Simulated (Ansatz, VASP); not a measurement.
## Sr7CrO8 in VASP and in Ansatz

```
Cr Sr O
1.0
     0.00000    5.16132    5.16132
     5.16132    0.00000    5.16132
     5.16132    5.16132    0.00000
Cr Sr O
1 7 8
Direct
  0.00000 0.00000 0.00000
  0.00000 0.00000 0.50000
  0.00000 0.50000 0.00000
  0.00000 0.50000 0.50000
  0.50000 0.00000 0.00000
  0.50000 0.00000 0.50000
  0.50000 0.50000 0.00000
  0.50000 0.50000 0.50000
  0.25000 0.25000 0.25000
  0.24528 0.24528 0.75472
  0.24528 0.75472 0.24528
  0.24528 0.75472 0.75472
  0.75472 0.24528 0.24528
  0.75472 0.24528 0.75472
  0.75472 0.75472 0.24528
  0.75000 0.75000 0.75000
```

Alike in both runs: task single point; functional PBEsol; k mesh 3 × 3 × 3; occupations gaussian, width 0.05 eV; collinear spin; Hubbard terms Cr d U = 3.0 eV.

|  | VASP | Ansatz |
| --- | --- | --- |
| version | VASP 6.6.1 | Ansatz 0.2.0 |
| potentials or method | VASP PAW PBE potentials, release 64 (Cr_pv, Sr_sv, O), cutoff 520 eV | scalar-relativistic, plane waves, PAW |
| valence electrons in the cell | 130 | 132 |

```csv
,VASP,Ansatz,Ansatz less VASP
gap on the k mesh at the Fermi level (eV),none,none,-
pressure (GPa),-5.5,-5.9,-0.38
rms of the force components (eV/Å),0.022,0.004,-0.0174
net moment per atom (μB),0.25,0.25,0.000
size of the moment on the site where the two differ most (μB),3.85,3.69,-0.165
```

VASP's potentials were made for PBE, not for PBEsol. Site moments also hang on the region over which each program counts them. The programs project onto different local orbitals, so the same U acts differently, and such runs can settle in different states. Atom by atom the forces differ by 0.026 eV/Å (rms over components). A gap of «none» marks a metal or a gap that the smearing closes. VASP's potentials hold 130 valence electrons a cell and Ansatz's 132, so a difference there can come from the potentials and not from the codes. Ansatz's warnings: filled band counts differ across k points.
